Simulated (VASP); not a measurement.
# SnP4 (P1) in VASP: single point with PBE

Aim: the single point of SnP4 with PBE.

All numbers are computed with VASP 6.6.1; they aren't measurements. Logs are shortened: lines on timing, memory, paths and dates and some standing lists are left out, and cuts for length are marked.

### 1 The cell of the first run

The typed cell holds 10 atoms: a = 5.437 Å, b = 5.490 Å, c = 10.437 Å, α = 86.71°, β = 76.99°, γ = 77.15°.

### 2 Single point, PBE

Input file INCAR:

```
SYSTEM = SnP4
ALGO = Normal ; EDIFF = 1E-6
ENCUT = 520 ; GGA = PE
ISIF = 2 ; ISMEAR = 0
LASPH = .True. ; LCHARG = .False.
LREAL = .False. ; LWAVE = .False.
NBANDS = 45 ; NELM = 80
PREC = Accurate ; SIGMA = 0.1
```

Input file KPOINTS:

```
k-points
0
Gamma
  4 4 2
  0 0 0
```

Input file POSCAR:

```
SnP4
1.0
    5.4131525893      0.3221456104      0.3987282536
    0.9038508655      5.4151852295      0.0094815080
    1.5808145880      0.3261722717     10.3113398371
Sn P
2 8
Direct
    0.5185343279      0.2978598770      0.8647055103
    0.2602320995      0.6283213576      0.1403308981
    0.7465777536      0.1632756069      0.0763245377
    0.9615248761      0.2438408885      0.4131522471
    0.0973061361      0.7183749576      0.8910282945
    0.3079044751      0.9433326686      0.4152841229
    0.1994565745      0.2502174617      0.5589094288
    0.1711956087      0.0354886081      0.9901888834
    0.9601892672      0.9683983343      0.5767212232
    0.7770788811      0.7508902394      0.0733548539
```

Potentials or basis: VASP PAW PBE potentials, release 64 (Sn_d, P).

Run with:

```sh
> cat potpaw_PBE.64/Sn_d/POTCAR potpaw_PBE.64/P/POTCAR > POTCAR
> mpirun -np 1 vasp_std > vasp.out
```

OUTCAR:

```text
SYSTEM = SnP4
   EDIFF = 1E-6
   ENCUT = 520
   GGA = PE
   ISIF = 2
   ISMEAR = 0
   LASPH = .True.
   LREAL = .False.
   NELM = 80
   PREC = Accurate

 ion  position               nearest neighbor table
   1  0.519  0.298  0.865-   8 2.69   3 2.76   5 2.84   2 3.34
   2  0.260  0.628  0.140-   8 2.67  10 2.80   5 2.91  10 2.96   3 3.22   1 3.34
   3  0.747  0.163  0.076-  10 2.23   8 2.25   1 2.76   2 3.22
   4  0.962  0.244  0.413-   7 2.21   6 2.21   9 2.21
   5  0.097  0.718  0.891-   8 2.23  10 2.26   1 2.84   2 2.91
   6  0.308  0.943  0.415-   7 2.21   4 2.21   9 2.22
   7  0.199  0.250  0.559-   9 2.21   6 2.21   4 2.21
   8  0.171  0.035  0.990-   5 2.23   3 2.25   2 2.67   1 2.69  10 2.88
   9  0.960  0.968  0.577-   7 2.21   4 2.21   6 2.22
  10  0.777  0.751  0.073-   3 2.23   5 2.26   2 2.80   8 2.88   2 2.96

  LATTYP: Found a triclinic cell.
 ALAT       =     5.4901063155
 B/A-ratio  =     2.6789849307
 C/A-ratio  =     0.9903941399
 COS(alpha) =     0.0063546294
 COS(beta)  =     0.2224641699
 COS(gamma) =     0.7057718213

  Lattice vectors:

 A1 = (  -0.9038508655,  -5.4151852295,  -0.0094815080)
 A2 = (  -0.2268871430, -10.5041981873,  10.2923768211)
 A3 = (  -5.4131525893,  -0.3221456104,  -0.3987282536)

Analysis of symmetry for initial positions (statically):
=====================================================================
 Subroutine PRICEL returns:
 Original cell was already a primitive cell.

 Routine SETGRP: Setting up the symmetry group for a
 triclinic supercell.

 Subroutine GETGRP returns: Found  1 space group operations
 (whereof  1 operations were pure point group operations)
 out of a pool of  2 trial point group operations.

The static configuration has the point symmetry C_1 .

Analysis of symmetry for dynamics (positions and initial velocities):
=====================================================================
 Subroutine PRICEL returns:
 Original cell was already a primitive cell.

 Routine SETGRP: Setting up the symmetry group for a
 triclinic supercell.

 Subroutine GETGRP returns: Found  1 space group operations
 (whereof  1 operations were pure point group operations)
 out of a pool of  2 trial point group operations.

The dynamic configuration has the point symmetry C_1 .

 Subroutine INISYM returns: Found  1 space group operations
 (whereof  1 operations are pure point group operations),
 and found     1 'primitive' translations

----------------------------------------------------------------------------------------

                                     Primitive cell

  volume of cell :     295.9486

  direct lattice vectors                    reciprocal lattice vectors
     5.413152589  0.322145610  0.398728254     0.188663576 -0.031441016 -0.027929149
     0.903850866  5.415185229  0.009481508    -0.010784639  0.186473392 -0.004245223
     1.580814588  0.326172272 10.311339837    -0.007285498  0.001044323  0.098064501

  length of vectors
     5.437369122  5.490106316 10.436910096     0.193293869  0.186833231  0.098340304

  position of ions in fractional coordinates (direct lattice)
     0.518534328  0.297859877  0.864705510
     0.260232100  0.628321358  0.140330898
     0.746577754  0.163275607  0.076324538
     0.961524876  0.243840889  0.413152247
     0.097306136  0.718374958  0.891028295
     0.307904475  0.943332669  0.415284123
     0.199456574  0.250217462  0.558909429
     0.171195609  0.035488608  0.990188883
     0.960189267  0.968398334  0.576721223
     0.777078881  0.750890239  0.073354854

  ion indices of the primitive-cell ions
   primitive index   ion index
                 1           1
                 2           2
                 3           3
                 4           4
                 5           5
                 6           6
                 7           7
                 8           8
                 9           9
                10          10

----------------------------------------------------------------------------------------

 KPOINTS: k-points

Automatic generation of k-mesh.
 Grid dimensions read from file:
 generate k-points for:    4    4    2

 Generating k-lattice:

  Cartesian coordinates                     Fractional coordinates (reciprocal lattice)
     0.047165894 -0.007860254 -0.006982287     0.250000000  0.000000000  0.000000000
    -0.002696160  0.046618348 -0.001061306     0.000000000  0.250000000  0.000000000
    -0.003642749  0.000522162  0.049032250     0.000000000  0.000000000  0.500000000

  Length of vectors
     0.048323467  0.046708308  0.049170152

  Shift w.r.t. Gamma in fractional coordinates (k-lattice)
     0.000000000  0.000000000  0.000000000

 Subroutine IBZKPT returns following result:
 ===========================================

 Found     20 irreducible k-points:

 Following reciprocal coordinates:
            Coordinates               Weight
  0.000000  0.000000  0.000000      1.000000
  0.250000 -0.000000 -0.000000      2.000000
  0.500000 -0.000000 -0.000000      1.000000
 -0.000000  0.250000 -0.000000      2.000000
  0.250000  0.250000  0.000000      2.000000
  0.500000  0.250000 -0.000000      2.000000
[... 12 lines left out ...]
  0.250000  0.500000  0.500000      2.000000
  0.500000  0.500000  0.500000      1.000000
   k-points           NKPTS =     20   k-points in BZ     NKDIM =     20   number of bands    NBANDS=     45
   number of dos      NEDOS =    301   number of ions     NIONS =     10
   total plane-waves  NPLWV = 134400
   dimension x,y,z NGX =    40 NGY =   42 NGZ =   80
   dimension x,y,z NGXF=    80 NGYF=   84 NGZF=  160
   ions per type =               2   8
   NGX,Y,Z   is equivalent  to a cutoff of  12.23, 12.72, 12.74 a.u.
   NGXF,Y,Z  is equivalent  to a cutoff of  24.46, 25.44, 25.49 a.u.
 SYSTEM =  SnP4
   PREC   = accura    normal or accurate (medium, high low for compatibility)
   ISTART =      0    job   : 0-new  1-cont  2-samecut
   ICHARG =      2    charge: 1-file 2-atom 10-const
   ISPIN  =      1    spin polarized calculation?
   LNONCOLLINEAR =      F non collinear calculations
   LSORBIT =      F    spin-orbit coupling
   LASPH  =      T    aspherical Exc in radial PAW
   ENCUT  =  520.0 eV  38.22 Ry    6.18 a.u.  10.11 10.21 19.41*2*pi/ulx,y,z
   NELM   =     80;   NELMIN=  2; NELMDL= -5     # of ELM steps
   EDIFF  = 0.1E-05   stopping-criterion for ELM
   LREAL  =      F    real-space projection
   EDIFFG = 0.1E-04   stopping-criterion for IOM
   NSW    =      0    number of steps for IOM
   IBRION =     -1    ionic relax: 0-MD 1-quasi-New 2-CG
   NFREE  =      0    steps in history (QN), initial steepest desc. (CG)
   ISIF   =      2    stress and relaxation
   ISYM   =      2    0-nonsym 1-usesym 2-fastsym
   POTIM  = 0.5000    time-step for ionic-motion
   TEBEG  =    0.0;   TEEND  =   0.0 temperature during run
   PSTRESS=    0.0 pullay stress
   NELECT =      68.0000    total number of electrons
   NUPDOWN=      -1.0000    fix difference up-down
   EMIN   =  10.00;   EMAX   =-10.00  energy-range for DOS
   EFERMI =   0.00;   METHOD = LEGACY
   ISMEAR =     0;   SIGMA  =   0.10  broadening in eV -4-tet -1-fermi 0-gaus
   EFERMI_NEDOS =   21; number of points for ismear=-14 and -15
   IALGO  =     38    algorithm
   IMIX   =      4    mixing-type and parameters
     AMIX     =   0.40;   BMIX     =  1.00
     AMIX_MAG =   1.60;   BMIX_MAG =  1.00
  volume/ion in A,a.u.               =      29.59       199.72
  Fermi-wavevector in a.u.,A,eV,Ry     =   1.002703  1.894834 13.679482  1.005414
  Thomas-Fermi vector in A             =   2.135207
   LORBIT       =      0    0 simple, 1 ext, 2 COOP (PROOUT), +10 PAW based schemes
   GGA     = PE    functional components
   LHFCALC =     F    Hartree Fock is set to
   AEXX    =    0.0000 exact exchange contribution
   IVDW    =     0    specifies the selected vdW correction
   LEPSILON=     F    determine dielectric tensor
   LRPA    =     F    only Hartree local field effects (RPA)
 non-spin polarized calculation
 Gauss-broadening in eV      SIGMA  =   0.10
  energy-cutoff  :      520.00
  volume of cell :      295.95
 maximum number of plane-waves:      7994
   NGX = 21   NGY = 21   NGZ = 39

 number of electron      68.0000000 magnetization

 Free energy of the ion-electron system (eV)
  ---------------------------------------------------
  ext. energy  EPLUGINS =         0.00000000
  ---------------------------------------------------
  free energy    TOTEN  =       -49.05059921 eV

  energy without entropy =      -49.05059921  energy(sigma->0) =      -49.05059921

 E-fermi :   3.6387     XC(G=0):  -8.0453

 val. band max:        3.2368893062   @ k =   0.2500   0.2500   0.5000
 cond. band min:       4.0347772066   @ k =   0.2500   0.5000   0.5000
 fundamental gap:      0.7978879003
 Fermi energy:         3.6386806774

 k-point     1 :       0.0000    0.0000    0.0000
  band No.  band energies     occupation
      1     -18.1029      2.00000
      2     -18.0915      2.00000
      3     -18.0857      2.00000
      4     -18.0422      2.00000
      5     -18.0326      2.00000
      6     -17.8971      2.00000
[... 37 lines left out ...]
     44       6.7391      0.00000
     45       7.1672      0.00000

 k-point     2 :       0.2500   -0.0000   -0.0000
  band No.  band energies     occupation
      1     -18.1024      2.00000
      2     -18.0914      2.00000
      3     -18.0859      2.00000
      4     -18.0416      2.00000
      5     -18.0328      2.00000
      6     -17.8971      2.00000
[... 37 lines left out ...]
     44       6.7594      0.00000
     45       7.0523      0.00000

 k-point     3 :       0.5000   -0.0000   -0.0000
  band No.  band energies     occupation
      1     -18.1020      2.00000
      2     -18.0912      2.00000
      3     -18.0861      2.00000
      4     -18.0408      2.00000
      5     -18.0330      2.00000
      6     -17.8972      2.00000
[... 805 lines left out ...]
     44       6.5050      0.00000
     45       6.7592      0.00000

 k-point    20 :       0.5000    0.5000    0.5000
  band No.  band energies     occupation
      1     -18.1017      2.00000
      2     -18.0914      2.00000
      3     -18.0861      2.00000
      4     -18.0400      2.00000
      5     -18.0335      2.00000
      6     -17.8985      2.00000
[... 37 lines left out ...]
     44       6.6278      0.00000
     45       6.7714      0.00000

------------------------ aborting loop because EDIFF is reached ----------------------------------------

  FORCE on cell =-STRESS in cart. coord.  units (eV):
  Direction    XX          YY          ZZ          XY          YZ          ZX
  --------------------------------------------------------------------------------------
  -------------------------------------------------------------------------------------
  Total       -0.3820148     -0.4572024     -0.4559177     -0.0146873     -0.0239299      0.0442462
  in kB       -2.0681141     -2.4751569     -2.4682022     -0.0795127     -0.1295494      0.2395357
  external PRESSURE =      -2.3371577 kB  Pullay stress =       0.0000000 kB

 VOLUME and BASIS-vectors are now :
 -----------------------------------------------------------------------------
  energy-cutoff  :      520.00
  volume of cell :      295.95
      direct lattice vectors                 reciprocal lattice vectors
     5.413152589  0.322145610  0.398728254     0.188663576 -0.031441016 -0.027929149
     0.903850866  5.415185229  0.009481508    -0.010784639  0.186473392 -0.004245223
     1.580814588  0.326172272 10.311339837    -0.007285498  0.001044323  0.098064501

 POSITION                                       TOTAL-FORCE (eV/Angst)
 -----------------------------------------------------------------------------------
      4.44307      2.06205      9.12585         0.006639     -0.003225     -0.001474
      2.19842      3.53208      1.55672        -0.005273      0.004548     -0.025514
      4.30957      1.14957      1.08624         0.012222     -0.050724      0.001900
      6.07839      1.76495      4.64585         0.084819     -0.080637      0.103538
      2.58459      4.21211      9.23331        -0.002716      0.023367      0.056750
      3.17585      5.34297      4.41385        -0.075787      0.079356      0.064977
      2.18938      1.60153      5.84501        -0.087722     -0.087101     -0.081162
      2.52409      0.57030     10.27877        -0.057735     -0.018641     -0.007464
      6.98463      5.74149      6.33880         0.080300      0.088058     -0.089054
      5.00110      4.34047      1.07335         0.045253      0.045000     -0.022497
 -----------------------------------------------------------------------------------
    total drift:                               -0.000177      0.000203     -0.000602

  FREE ENERGIE OF THE ION-ELECTRON SYSTEM (eV)
  ---------------------------------------------------
  free  energy   TOTEN  =       -49.0505992103 eV

  energy  without entropy=      -49.0505992092  energy(sigma->0) =      -49.05059921
```

Wall time 2.7 min (1 thread of AMD EPYC 9R45 (Zen 5), shared host); peak memory 0.42 GiB.

Results:

| Quantity | Value |
| --- | --- |
| Free energy | -49.0506 eV |
| Pressure | -0.2 GPa |
| Largest force | 0.156 eV/Å |
| Band gap on the k mesh | 0.80 eV (least direct gap 1.02 eV) |

Forces in eV/Å, atoms in the order of the input:
```
Sn   0.007 -0.003 -0.001
Sn  -0.005  0.005 -0.026
P    0.012 -0.051  0.002
P    0.085 -0.081  0.104
P   -0.003  0.023  0.057
P   -0.076  0.079  0.065
P   -0.088 -0.087 -0.081
P   -0.058 -0.019 -0.007
P    0.080  0.088 -0.089
P    0.045  0.045 -0.022
```

Levels at points of the mesh, in eV from the valence-band top:
```csv
k point,band 30,band 31,band 32,band 33,band 34,band 35,band 36,band 37,band 38,band 39
"(0.00, 0.00, 0.00)",-2.57,-2.12,-1.84,-0.84,-0.06,1.11,1.57,1.74,2.09,2.14
"(0.50, 0.00, 0.00)",-2.16,-1.89,-1.34,-0.89,-0.25,0.99,1.37,1.73,1.82,2.15
"(0.00, 0.50, 0.00)",-1.97,-1.77,-1.34,-1.09,-1.06,1.06,1.30,1.68,1.94,2.14
"(0.50, 0.50, 0.00)",-1.81,-1.60,-0.87,-0.61,-0.12,0.89,1.34,1.68,2.29,2.51
"(0.00, 0.00, 0.50)",-2.36,-2.31,-2.04,-1.01,-0.07,1.08,1.62,1.86,2.31,2.47
"(0.50, 0.00, 0.50)",-2.12,-1.87,-1.55,-0.74,-0.21,1.07,1.48,1.77,2.04,2.12
"(0.00, 0.50, 0.50)",-1.96,-1.82,-1.25,-1.16,-0.99,0.97,1.28,1.67,1.80,1.96
"(0.50, 0.50, 0.50)",-1.85,-1.59,-0.82,-0.50,-0.25,0.90,1.25,1.67,1.82,2.26
```

Caveat: semilocal functionals underestimate gaps, and a narrow one can read as zero; spin-orbit coupling is left out, which moves the levels of the heavy elements. A k mesh can miss the band edges.
